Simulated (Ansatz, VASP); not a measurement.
Mn: VASP beside Ansatz

The input INCAR:

```
SYSTEM = Mn
PREC = Accurate
ENCUT = 520
EDIFF = 1E-7
ISMEAR = -1
SIGMA = 0.05
LREAL = .False.
LASPH = .True.
NELM = 150
ALGO = Normal
ISIF = 2
LWAVE = .False.
LCHARG = .False.
ISPIN = 2
MAGMOM = 1.916 -1.916
LORBIT = 11
LMAXMIX = 4
GGA = PS
NBANDS = 24
```

File KPOINTS:

```
Automatic mesh
0
Gamma
  19 19 19
  0 0 0
```

File POSCAR:

```
Mn
1.0
    0.0000000000      2.3161578407      2.3161578407
    2.3161578407      0.0000000000      2.3161578407
    2.3161578407      2.3161578407      0.0000000000
Mn
2
Direct
    0.0000000000      0.0000000000      0.0000000000
    0.5000000000      0.5000000000      0.5000000000
```

Input for Ansatz:

```yaml
crystal:
  lattice:
    - [0.0, 2.3161578407, 2.3161578407]
    - [2.3161578407, 0.0, 2.3161578407]
    - [2.3161578407, 2.3161578407, 0.0]
  atoms:
    - { symbol: Mn, position: [0.0, 0.0, 0.0], spin: 1.916 }
    - { symbol: Mn, position: [0.5, 0.5, 0.5], spin: -1.916 }
hamiltonian:
  xc: pbesol
  pseudopotentials:
    kind: paw
    azcp:
      Mn: "pseudopotentials/Mn.paw.azcp"
basis:
  ecutwfc: 420
  fft_grid_basis: typed
kpoints:
  mp_grid: { grid: [19, 19, 19], shift: [0, 0, 0] }
magnetization:
  spin_polarized: true
scf:
  occupations: { method: fermi_dirac, width: 0.05 }
```

Alike in both runs: task single point; functional PBEsol; k mesh 19 × 19 × 19; occupations fermi-dirac, width 0.05 eV; collinear spin.

|  | VASP | Ansatz |
| --- | --- | --- |
| version | VASP 6.6.1 | Ansatz 0.2.0 |
| potentials or method | VASP PAW PBE potentials, release 64 (Mn_pv), cutoff 520 eV | plane waves (420 eV) with PAW, scalar-relativistic |
| valence electrons in the cell | 26 | 30 |

|  | VASP | Ansatz | Ansatz less VASP |
| --- | --- | --- | --- |
| net moment per atom (μB) | 0.00 | 0.00 | 0.000 |
| size of the moment on the site where the two differ most (μB) | 2.04 | 1.92 | -0.122 |

VASP's potentials were made for PBE, not for PBEsol, and Ansatz warns of the same on its side. Site moments also hang on the region over which each program counts them. With one functional, cell and mesh, what is left measures potentials, basis and numerics. VASP's potentials hold 26 valence electrons a cell and Ansatz's 30, so a difference there can come from the potentials and not from the codes.
